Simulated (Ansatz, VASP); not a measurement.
## One calculation of FeSi, two programs

INCAR

```
  PREC = Accurate
  ENCUT = 520
  EDIFF = 1E-6
  ISMEAR = 0
  SIGMA = 0.01
  LREAL = F
  LASPH = T
  NELM = 80
  ALGO = Normal
  ISIF = 2
  LWAVE = F
  LCHARG = F
  GGA = CA
  IBRION = 2
  NSW = 80
  EDIFFG = -0.003
```

Contents of KPOINTS:

```
regular mesh
0
Gamma
  8 8 8
```

The input POSCAR:

```
FeSi
1.0
    4.5300000000      0.0000000000      0.0000000000
    0.0000000000      4.5300000000      0.0000000000
    0.0000000000      0.0000000000      4.5300000000
Fe Si
4 4
Direct
    0.1365200000      0.1365200000      0.1365200000
    0.3634800000      0.8634800000      0.6365200000
    0.6365200000      0.3634800000      0.8634800000
    0.8634800000      0.6365200000      0.3634800000
    0.8424000000      0.8424000000      0.8424000000
    0.6576000000      0.1576000000      0.3424000000
    0.3424000000      0.6576000000      0.1576000000
    0.1576000000      0.3424000000      0.6576000000
```

Input for Ansatz:

```yaml
crystal:
  lattice:
    - [4.53, 0.0, 0.0]
    - [0.0, 4.53, 0.0]
    - [0.0, 0.0, 4.53]
  atoms:
    - { symbol: Fe, position: [0.13652, 0.13652, 0.13652] }
    - { symbol: Fe, position: [0.36348, 0.86348, 0.63652] }
    - { symbol: Fe, position: [0.63652, 0.36348, 0.86348] }
    - { symbol: Fe, position: [0.86348, 0.63652, 0.36348] }
    - { symbol: Si, position: [0.8424, 0.8424, 0.8424] }
    - { symbol: Si, position: [0.6576, 0.1576, 0.3424] }
    - { symbol: Si, position: [0.3424, 0.6576, 0.1576] }
    - { symbol: Si, position: [0.1576, 0.3424, 0.6576] }
scf:
  occupations: { method: fixed }
output:
  forces: true
  stress: true
  write_density: true
  write_potential: true
  elf: true
  volumetric_format: npy
hamiltonian:
  xc: lda
relax:
  f_tol: 0.003
kpoints:
  mp_grid: { grid: [8, 8, 8] }
```

Alike in both runs: task relaxation of the atoms; functional LDA; k mesh 8 × 8 × 8; no spin polarisation.

|  | VASP | Ansatz |
| --- | --- | --- |
| version | VASP 6.6.1 | Ansatz 0.2.0 |
| potentials or method | VASP PAW LDA potentials, release 64 (Fe, Si) | scalar-relativistic, plane waves, PAW |
| plane-wave cutoff (eV) | 520 | 420 |
| occupations | gaussian, width 0.01 eV | fixed |
| valence electrons in the cell | 48 | 80 |

Ansatz gave:

- gap on the k mesh at the Fermi level, each at its own relaxed structure (eV): 0.15

**Question.** What did VASP give for the same quantities?

**Answer.** gap on the k mesh at the Fermi level, each at its own relaxed structure (eV): 0.14.

LDA's correlation is that of Perdew and Zunger in VASP and of Perdew and Wang (1992) in Ansatz. VASP's potentials hold 48 valence electrons a cell and Ansatz's 80, so a difference there can come from the potentials and not from the codes. Ansatz's warnings: stress scf threshold loose.
